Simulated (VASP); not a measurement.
# Ti (P6_3/mmc) in VASP: further runs

The runs below take Ti through single point, with PBEsol.

Everything below comes from runs of VASP 6.6.1. Logs are shortened: lines on timing, memory, paths and dates and some standing lists are left out, and cuts for length are marked.

## Step 1: The cell of the first run

Symmetry: P6_3/mmc, No. 194, hexagonal system. Conventional cell: a = 2.950 Å, b = 2.950 Å, c = 4.680 Å, α = 90.00°, β = 90.00°, γ = 120.00°. Ti (site symmetry -6m2) has 12 Ti at 2.89 to 2.95 Å within 3.8 Å.

## Step 2: Single point, PBEsol

INCAR

```
SYSTEM = Ti
PREC = Accurate ; ENCUT = 520
EDIFF = 1E-6 ; ISMEAR = -1
SIGMA = 0.1 ; LREAL = .False.
LASPH = .True. ; NELM = 100
ALGO = Normal ; ISIF = 2
LWAVE = .False. ; LCHARG = .True.
GGA = PS ; LELF = .True.
LVHAR = .True. ; NBANDS = 19
```

KPOINTS

```
regular mesh
0
Gamma
  11 11 6
  0 0 0
```

POSCAR

```
Ti
1.0
    2.9500000000      0.0000000000      0.0000000000
   -1.4750000000      2.5547700000      0.0000000000
    0.0000000000      0.0000000000      4.6800000000
Ti
2
Direct
    0.3333333333      0.6666666667      0.2500000000
    0.6666666667      0.3333333333      0.7500000000
```

Potentials or basis: VASP PAW PBE potentials, release 64 (Ti_sv).

On the command line:

```sh
> cat potpaw_PBE.64/Ti_sv/POTCAR > POTCAR
> mpirun -np 1 vasp_std > vasp.out
```

OUTCAR:

```text
SYSTEM = Ti
   PREC = Accurate
   ENCUT = 520
   EDIFF = 1E-6
   ISMEAR = -1
   LREAL = .False.
   LASPH = .True.
   NELM = 100
   ISIF = 2
   GGA = PS

 ion  position               nearest neighbor table
   1  0.333  0.667  0.250-   2 2.89   2 2.89   2 2.89   2 2.89   2 2.89   2 2.89
   2  0.667  0.333  0.750-   1 2.89   1 2.89   1 2.89   1 2.89   1 2.89   1 2.89

  LATTYP: Found a hexagonal cell.
 ALAT       =     2.9500000000
 C/A-ratio  =     1.5864406780

  Lattice vectors:

 A1 = (   2.9500000000,   0.0000000000,   0.0000000000)
 A2 = (  -1.4750000000,   2.5547700000,   0.0000000000)
 A3 = (   0.0000000000,   0.0000000000,   4.6800000000)

Analysis of symmetry for initial positions (statically):
=====================================================================
 Subroutine PRICEL returns:
 Original cell was already a primitive cell.

 Routine SETGRP: Setting up the symmetry group for a
 hexagonal supercell.

 Subroutine GETGRP returns: Found 24 space group operations
 (whereof 12 operations were pure point group operations)
 out of a pool of 24 trial point group operations.

The static configuration has the point symmetry D_3d.
 The point group associated with its full space group is D_6h.

Analysis of symmetry for dynamics (positions and initial velocities):
=====================================================================
 Subroutine PRICEL returns:
 Original cell was already a primitive cell.

 Routine SETGRP: Setting up the symmetry group for a
 hexagonal supercell.

 Subroutine GETGRP returns: Found 24 space group operations
 (whereof 12 operations were pure point group operations)
 out of a pool of 24 trial point group operations.

The dynamic configuration has the point symmetry D_3d.
 The point group associated with its full space group is D_6h.

 Subroutine INISYM returns: Found 24 space group operations
 (whereof 12 operations are pure point group operations),
 and found     1 'primitive' translations

----------------------------------------------------------------------------------------

                                     Primitive cell

  volume of cell :      35.2712

  direct lattice vectors                    reciprocal lattice vectors
     2.950000000  0.000000000  0.000000000     0.338983051  0.195712334  0.000000000
    -1.475000000  2.554770000  0.000000000     0.000000000  0.391424668  0.000000000
     0.000000000  0.000000000  4.680000000     0.000000000  0.000000000  0.213675214

[... 81 lines left out ...]
   ENCUT  =  520.0 eV  38.22 Ry    6.18 a.u.   5.49  5.49  8.70*2*pi/ulx,y,z
   NELM   =    100;   NELMIN=  2; NELMDL= -5     # of ELM steps
   EDIFF  = 0.1E-05   stopping-criterion for ELM
   LREAL  =      F    real-space projection
   EDIFFG = 0.1E-04   stopping-criterion for IOM
   NSW    =      0    number of steps for IOM
   IBRION =     -1    ionic relax: 0-MD 1-quasi-New 2-CG
   NFREE  =      0    steps in history (QN), initial steepest desc. (CG)
   ISIF   =      2    stress and relaxation
   ISYM   =      2    0-nonsym 1-usesym 2-fastsym
   POTIM  = 0.5000    time-step for ionic-motion
   TEBEG  =    0.0;   TEEND  =   0.0 temperature during run
   PSTRESS=    0.0 pullay stress
   NELECT =      24.0000    total number of electrons
   NUPDOWN=      -1.0000    fix difference up-down
   EMIN   =  10.00;   EMAX   =-10.00  energy-range for DOS
   EFERMI =   0.00;   METHOD = LEGACY
   ISMEAR =    -1;   SIGMA  =   0.10  broadening in eV -4-tet -1-fermi 0-gaus
   EFERMI_NEDOS =   21; number of points for ismear=-14 and -15
   IALGO  =     38    algorithm
   IMIX   =      4    mixing-type and parameters
     AMIX     =   0.40;   BMIX     =  1.00
     AMIX_MAG =   1.60;   BMIX_MAG =  1.00
  volume/ion in A,a.u.               =      17.64       119.01
  Fermi-wavevector in a.u.,A,eV,Ry     =   1.439921  2.721056 28.209948  2.073373
  Thomas-Fermi vector in A             =   2.558723
   LORBIT       =      0    0 simple, 1 ext, 2 COOP (PROOUT), +10 PAW based schemes
   GGA     = PS    functional components
   LHFCALC =     F    Hartree Fock is set to
   AEXX    =    0.0000 exact exchange contribution
   IVDW    =     0    specifies the selected vdW correction
   LEPSILON=     F    determine dielectric tensor
   LRPA    =     F    only Hartree local field effects (RPA)
 non-spin polarized calculation
  energy-cutoff  :      520.00
  volume of cell :       35.27
 maximum number of plane-waves:       971
 NGX is ok and might be reduce to    24
   NGX = 11   NGY = 11   NGZ = 17

 number of electron      24.0000002 magnetization

 Free energy of the ion-electron system (eV)
  ---------------------------------------------------
  ext. energy  EPLUGINS =         0.00000000
  ---------------------------------------------------
  free energy    TOTEN  =       -16.67918036 eV

  energy without entropy =      -16.59874634  energy(sigma->0) =      -16.63896335

 E-fermi :   8.0272     XC(G=0): -11.5618

 val. band max:        8.0132822987   @ k =   0.3636   0.1818   0.3333
 cond. band min:       8.0447887746   @ k =   0.0000   0.0000   0.3333
 fundamental gap:      0.0315064759
 Fermi energy:         8.0271620504

 k-point     1 :       0.0000    0.0000    0.0000
  band No.  band energies     occupation
      1     -48.5972      2.00000
      2     -48.4667      2.00000
      3     -25.2663      2.00000
      4     -24.6528      2.00000
      5     -24.6528      2.00000
      6     -24.5839      2.00000
[... 505 lines left out ...]
      6     -24.7133      2.00000
[... 11 lines left out ...]
     18      10.3168      0.00000
     19      11.3344      0.00000

 [... further k-points ...]

------------------------ aborting loop because EDIFF is reached ----------------------------------------

  FORCE on cell =-STRESS in cart. coord.  units (eV):
  Direction    XX          YY          ZZ          XY          YZ          ZX
  --------------------------------------------------------------------------------------
  -------------------------------------------------------------------------------------
  Total       -1.2444439     -1.2444391     -1.3243473      0.0000000      0.0000000      0.0000000
  in kB      -56.5283411    -56.5281224    -60.1579173      0.0000000      0.0000000      0.0000000
  external PRESSURE =     -57.7381269 kB  Pullay stress =       0.0000000 kB

 VOLUME and BASIS-vectors are now :
 -----------------------------------------------------------------------------
  energy-cutoff  :      520.00
  volume of cell :       35.27
      direct lattice vectors                 reciprocal lattice vectors
     2.950000000  0.000000000  0.000000000     0.338983051  0.195712334  0.000000000
    -1.475000000  2.554770000  0.000000000     0.000000000  0.391424668  0.000000000
     0.000000000  0.000000000  4.680000000     0.000000000  0.000000000  0.213675214

 POSITION                                       TOTAL-FORCE (eV/Angst)
 -----------------------------------------------------------------------------------
     -0.00000      1.70318      1.17000         0.000000      0.000000      0.000000
      1.47500      0.85159      3.51000        -0.000000     -0.000000      0.000000
 -----------------------------------------------------------------------------------
    total drift:                               -0.000000      0.000000     -0.000000

  FREE ENERGIE OF THE ION-ELECTRON SYSTEM (eV)
  ---------------------------------------------------
  free  energy   TOTEN  =       -16.6791803599 eV

  energy  without entropy=      -16.5987463362  energy(sigma->0) =      -16.63896335
```

OSZICAR:

```text
N       E                     dE             d eps       ncg     rms          rms(c)
DAV:   1     0.262165908922E+03    0.26217E+03   -0.13059E+04  2448   0.157E+03
DAV:   2     0.112303280153E+02   -0.25094E+03   -0.24685E+03  2510   0.440E+02
DAV:   3    -0.177483197760E+02   -0.28979E+02   -0.28642E+02  4486   0.124E+02
DAV:   4    -0.190315685443E+02   -0.12832E+01   -0.12808E+01  2795   0.267E+01
DAV:   5    -0.190896167699E+02   -0.58048E-01   -0.58043E-01  3611   0.411E+00    0.122E+01
DAV:   6    -0.166910844631E+02    0.23985E+01   -0.86419E+00  2821   0.292E+01    0.286E+00
DAV:   7    -0.166647228060E+02    0.26362E-01   -0.76873E-01  3656   0.617E+00    0.207E+00
DAV:   8    -0.166866422257E+02   -0.21919E-01   -0.20198E-01  2688   0.527E+00    0.684E-01
DAV:   9    -0.166786902123E+02    0.79520E-02   -0.46386E-02  2784   0.214E+00    0.715E-02
DAV:  10    -0.166791216331E+02   -0.43142E-03   -0.31424E-03  3569   0.323E-01    0.897E-02
DAV:  11    -0.166791884564E+02   -0.66823E-04   -0.15468E-04  2862   0.828E-02    0.388E-02
DAV:  12    -0.166791803500E+02    0.81064E-05   -0.31612E-05  2842   0.480E-02    0.982E-03
DAV:  13    -0.166791803599E+02   -0.99708E-08   -0.26022E-06  2399   0.147E-02
   1 F= -.16679180E+02 E0= -.16638963E+02  d E =-.804340E-01
```

stdout:

```text
POSCAR found type information on POSCAR Ti
 POSCAR found :  1 types and       2 ions
 scaLAPACK will be used
 -----------------------------------------------------------------------------
|                                                                             |
|                                                                             |
|     You enforced a specific xc type in the INCAR file but a different       |
|     I HOPE YOU KNOW WHAT YOU ARE DOING!                                     |
|                                                                             |
 -----------------------------------------------------------------------------

 LDA part: xc-table for (Slater+PW92), standard interpolation
 POSCAR, INCAR and KPOINTS ok, starting setup
 FFT: planning ... GRIDC
 FFT: planning ... GRID_SOFT
 FFT: planning ... GRID
 WAVECAR not read
 entering main loop
```

It took 20 s on 1 thread of Intel Xeon Platinum 8488C (Sapphire Rapids), shared host; peak memory 0.17 GiB.

What came out:

* Free energy: -16.6792 eV
* Pressure: -5.8 GPa
* Band gap on the k mesh: zero (band 12 reaches 8.82 eV, above the bottom of band 13 at 7.82 eV)

Caveat: the PAW data sets were made with another functional, which shifts forces and pressure a little.

## Step 3: Single point, PBEsol

This run uses another cell than the first one, of 17.99 Å³/atom, 1.020 times its volume.

INCAR

```
ALGO = Normal
EDIFF = 1E-6
ENCUT = 520
GGA = PS
ISIF = 2
ISMEAR = -1
LASPH = True
LCHARG = False
LREAL = False
LWAVE = False
NBANDS = 19
NELM = 100
PREC = Accurate
SIGMA = 0.1
```

KPOINTS

```
k-points
0
Gamma
  11 11 6
```

POSCAR

```
Ti
1.0
    2.9695369932      0.0000000000      0.0000000000
   -1.4847684966      2.5716894997      0.0000000000
    0.0000000000      0.0000000000      4.7109942807
Ti
2
Direct
    0.3333333333      0.6666666667      0.2500000000
    0.6666666667      0.3333333333      0.7500000000
```

Potentials or basis: VASP PAW PBE potentials, release 64 (Ti_sv).

On the command line:

```sh
> cat potpaw_PBE.64/Ti_sv/POTCAR > POTCAR
> mpirun -np 1 vasp_std > vasp.out
```

Wall time 20 s (1 thread of Intel Xeon Platinum 8488C (Sapphire Rapids), shared host); peak memory 0.17 GiB.

Results (log left out):

- Free energy: -16.6498 eV
- Pressure: -7.6 GPa
- Band gap on the k mesh: zero (band 12 reaches 8.60 eV, above the bottom of band 13 at 7.60 eV)

Stress tensor (GPa, compression positive):
```
-7.49  0.00  0.00
 0.00 -7.49  0.00
 0.00  0.00 -7.88
```

Levels at points of the mesh, in eV from the Fermi level:
```csv
k point,band 9,band 10,band 11,band 12,band 13,band 14,band 15,band 16
"(0.00, 0.00, 0.00)",-6.10,-2.59,0.70,0.78,0.78,0.88,1.25,1.25
"(0.00, 0.00, 0.50)",-4.29,-4.29,0.11,0.11,0.69,0.69,0.69,0.69
```

Caveat: the PAW data sets were made with another functional, which shifts forces and pressure a little.

## Step 4: Single point, PBEsol

This run uses another cell than the first one, of 18.69 Å³/atom, 1.060 times its volume.

INCAR

```
ALGO = Normal ; EDIFF = 1E-6
ENCUT = 520 ; GGA = PS
ISIF = 2 ; ISMEAR = -1
LASPH = True ; LCHARG = True
LELF = True ; LREAL = False
LVHAR = True ; LWAVE = False
NBANDS = 19 ; NELM = 100
PREC = Accurate ; SIGMA = 0.1
```

KPOINTS is that of step 3.

POSCAR

```
Ti
1.0
    3.0078578261      0.0000000000      0.0000000000
   -1.5039289131      2.6048762503      0.0000000000
    0.0000000000      0.0000000000      4.7717880089
Ti
2
Direct
    0.3333333333      0.6666666667      0.2500000000
    0.6666666667      0.3333333333      0.7500000000
```

On the command line:

```sh
> cat potpaw_PBE.64/Ti_sv/POTCAR > POTCAR
> mpirun -np 1 vasp_std > vasp.out
```

Wall time 26 s (1 thread of Intel Xeon Platinum 8488C (Sapphire Rapids), shared host); peak memory 0.17 GiB.

The run converged. Its results:

- Free energy: -16.5685 eV
- Pressure: -10.8 GPa
- Band gap on the k mesh: zero (band 12 reaches 8.19 eV, above the bottom of band 13 at 7.20 eV)

Stress tensor (GPa, compression positive):
```
-10.67   0.00   0.00
  0.00 -10.67   0.00
  0.00   0.00 -11.09
```

Levels at points of the mesh, in eV from the Fermi level:
```csv
k point,band 10,band 11,band 12,band 13,band 14,band 15
"(0.00, 0.00, 0.00)",-2.50,0.62,0.75,0.75,0.85,1.20
"(0.00, 0.00, 0.50)",-4.25,0.11,0.11,0.67,0.67,0.67
```

Caveat: the PAW data sets were made with another functional, which shifts forces and pressure a little.

## Step 5: Overview

```tsv
cell	gap on the mesh (eV)	pressure (GPa)
a = 2.950, b = 2.950, c = 4.680 Å, angles 90.0, 90.0, 120.0°, 2 atoms	none	-5.8
a = 2.970, b = 2.970, c = 4.711 Å, angles 90.0, 90.0, 120.0°, 2 atoms	none	-7.6
a = 3.008, b = 3.008, c = 4.772 Å, angles 90.0, 90.0, 120.0°, 2 atoms	none	-10.8
```

Alike in all rows: task single point; level PBEsol; potentials or basis VASP PAW PBE potentials, release 64 (Ti_sv); no spin polarisation; k mesh 11 × 11 × 6; cutoff (eV) 520; smearing fermi-dirac 0.1 eV.

Caveats: the PAW data sets were made with another functional, which shifts forces and pressure a little.

Total energies depend on the potentials used, so only differences within one code and one set of settings carry meaning.
